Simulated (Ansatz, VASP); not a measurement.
## Two plane-wave programs on Si

```xyz
1
Lattice="2.7385 0.0000 0.0000 -1.3692 2.3716 0.0000 0.0000 0.0000 2.4664" Properties=species:S:1:pos:R:3 pbc="T T T"
Si    0.0000    0.0000    0.0000
```

Change from the starting cell: strain +0.0450 x Voigt [1, 1, 0, 0, 0, 0], atoms carried along.

Alike in both runs: task single point; functional LDA; k mesh 21 × 21 × 20; occupations gaussian, width 0.15 eV; no spin polarisation.

|  | VASP | Ansatz |
| --- | --- | --- |
| version | VASP 6.6.1 | Ansatz 0.2.0 |
| potentials or method | VASP PAW LDA potentials, release 64 (Si), cutoff 520 eV | scalar-relativistic, plane waves, PAW |
| valence electrons in the cell | 4 | 4 |

|  | VASP | Ansatz | Ansatz less VASP |
| --- | --- | --- | --- |
| gap on the k mesh at the Fermi level (eV) | none | none | - |
| pressure (GPa) | -8.4 | -8.5 | -0.04 |
| traceless stress, the component that is largest in VASP (GPa) | 3.99 | 3.97 | -0.017 |

LDA's correlation is that of Perdew and Zunger in VASP and of Perdew and Wang (1992) in Ansatz. A gap of «none» marks a metal or a gap that the smearing closes.
